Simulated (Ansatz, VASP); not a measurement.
**One calculation of Na, two programs**

INCAR

```
SYSTEM = Na
PREC     = Accurate       ! precision mode
ENCUT    = 520            ! plane-wave cutoff, eV
EDIFF    = 1E-6           ! SCF threshold, eV
ISMEAR   = -1             ! smearing method
SIGMA    = 0.1            ! smearing width, eV
LREAL    = .False.        ! projectors in reciprocal space
LASPH    = .True.         ! aspherical terms in the spheres
NELM     = 60             ! most SCF steps
ALGO     = Normal         ! electronic algorithm
ISIF     = 2              ! what is computed and relaxed
LWAVE    = .False.        ! write WAVECAR
LCHARG   = .True.         ! write CHGCAR
GGA      = CA             ! functional
LELF     = .True.         ! ELF
LVHAR    = .True.       
NBANDS   = 10             ! bands
```

Contents of KPOINTS:

```
Automatic mesh
0
Gamma
  11 11 11
  0 0 0
```

The input POSCAR:

```
Na
1.0
    3.1618549708      0.0000000000      0.0000000000
    0.0000000000      3.1618549708      0.0000000000
    0.0000000000      0.0000000000      3.1618549708
Na
1
Direct
    0.0000000000      0.0000000000      0.0000000000
```

Input for Ansatz:

```yaml
crystal:
  lattice:
    - [3.1618549708, 0.0, 0.0]
    - [0.0, 3.1618549708, 0.0]
    - [0.0, 0.0, 3.1618549708]
  atoms:
    - { symbol: Na, position: [0.0, 0.0, 0.0] }
hamiltonian:
  xc: lda
  pseudopotentials:
    kind: paw
    azcp:
      Na: "pseudopotentials/Na.paw.azcp"
basis:
  ecutwfc: 420
  fft_grid_basis: typed
kpoints:
  mp_grid: { grid: [11, 11, 11], shift: [0, 0, 0] }
magnetization:
  spin_polarized: false
scf:
  occupations: { method: fermi_dirac, width: 0.1 }
  lower_state_search: "off"
output:
  stress: true
```

Alike in both runs: task single point; functional LDA; k mesh 11 × 11 × 11; occupations fermi-dirac, width 0.1 eV; no spin polarisation.

|  | VASP | Ansatz |
| --- | --- | --- |
| version | VASP 6.6.1 | Ansatz 0.2.0 |
| potentials or method | VASP PAW LDA potentials, release 64 (Na_pv), cutoff 520 eV | plane waves (420 eV) with PAW, scalar-relativistic |
| valence electrons in the cell | 7 | 9 |

|  | VASP | Ansatz | Ansatz less VASP |
| --- | --- | --- | --- |
| pressure (GPa) | 1.1 | 1.1 | +0.05 |

Ansatz warns that its potentials were made for another functional, while VASP's fit it. LDA's correlation is that of Perdew and Zunger in VASP and of Perdew and Wang (1992) in Ansatz. VASP's potentials hold 7 valence electrons a cell and Ansatz's 9, so a difference there can come from the potentials and not from the codes.
